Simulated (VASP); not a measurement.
A run of VASP 6.6.1:

File INCAR:

```
PREC = Accurate
ENCUT = 520
EDIFF = 1E-6
ISMEAR = -1
SIGMA = 0.1
LREAL = F
LASPH = T
NELM = 100
ALGO = Normal
ISIF = 2
LWAVE = F
LCHARG = T
GGA = RP
LELF = T
LVHAR = T
NBANDS = 12
```

File KPOINTS:

```
regular mesh
0
Gamma
  15 15 15
```

Contents of POSCAR:

```
Au
1.0
   -1.7320388015      1.7320388015      1.7320388015
    1.7320388015     -1.7320388015      1.7320388015
    1.7320388015      1.7320388015     -1.7320388015
Au
1
Direct
    0.0000000000      0.0000000000      0.0000000000
```

Potentials or basis: VASP PAW PBE potentials, release 64 (Au).

Run with:

```bash
$ cat potpaw_PBE.64/Au/POTCAR > POTCAR
$ mpirun -np 1 vasp_std > vasp.out
```

Hardware: 1 thread of Intel(R) Xeon(R) Platinum 8259CL CPU @ 2.50GHz (Skylake/Cascade Lake), with other jobs on the host.

Question: How long does it take, and how much memory?

Answer: Run time: 13 s on 1 thread of Intel(R) Xeon(R) Platinum 8259CL CPU @ 2.50GHz (Skylake/Cascade Lake) (shared host), peak memory 0.15 GiB. Counts: scf iterations 11, k points 120.
